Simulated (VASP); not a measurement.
Write the native input for VASP 6.6.1 that does the following.

| Quantity | Value |
| --- | --- |
| Task | single point |
| Functional | PBEsol |
| Potentials or basis | VASP PAW PBE potentials, release 64 (Cd, O) |
| Cutoff | 520 eV |
| k mesh | 10 × 10 × 1 |
| Occupations | gaussian, width 0.1 eV |
| Spin | no spin polarisation |
| Dipole correction | yes |
| Further INCAR settings | ALGO = Normal; EDIFF = 1e-06; NBANDS = 46; NELMDL = -8 |

The structure of CdO lies in POSCAR:

```
CdO
1.0
    3.3170002740      0.0000000000      0.0000000000
    0.0000000000      3.3170002740      0.0000000000
    0.0000000000      0.0000000000     23.0364201600
Cd O
4 4
Direct
    0.5000000000      0.5000000000      0.3481559594
    0.0000000000      0.0000000000      0.4488833093
    0.5000000000      0.5000000000      0.5511166942
    0.0000000000      0.0000000000      0.6518440433
    1.0000000000      0.0000000000      0.3471445547
    0.5000000000      0.5000000000      0.4493339028
    0.0000000000      0.0000000000      0.5506660895
    0.5000000000      0.5000000000      0.6528554468
```

These files were run (other wordings do the same):

INCAR

```
  PREC = Accurate
  ENCUT = 520
  EDIFF = 1E-6
  ISMEAR = 0
  SIGMA = 0.1
  LREAL = False
  LASPH = True
  NELM = 120
  ALGO = Normal
  ISIF = 2
  LWAVE = False
  LCHARG = False
  LDIPOL = True
  IDIPOL = 3
  DIPOL = 0.5 0.5 0.500
  GGA = PS
  NBANDS = 46
  GGA_COMPAT = False
  NELMDL = -8
```

KPOINTS

```
Automatic mesh
0
Gamma
  10 10 1
```

Potentials or basis: VASP PAW PBE potentials, release 64 (Cd, O).

Launch:

```console
$ cat potpaw_PBE.64/Cd/POTCAR potpaw_PBE.64/O/POTCAR > POTCAR
$ mpirun -np 1 vasp_std > vasp.out
```

Results of the run:

```
Largest force          : 0.065 eV/Å
Band gap on the k mesh : zero (bands 36 and 37 overlap by 0.22 eV)
```

Caveat: the PAW data sets were made with another functional, which shifts forces and pressure a little.

Wall time 17 min on 1 thread of Intel Xeon 8259CL, on a shared host, peak memory 0.47 GiB.
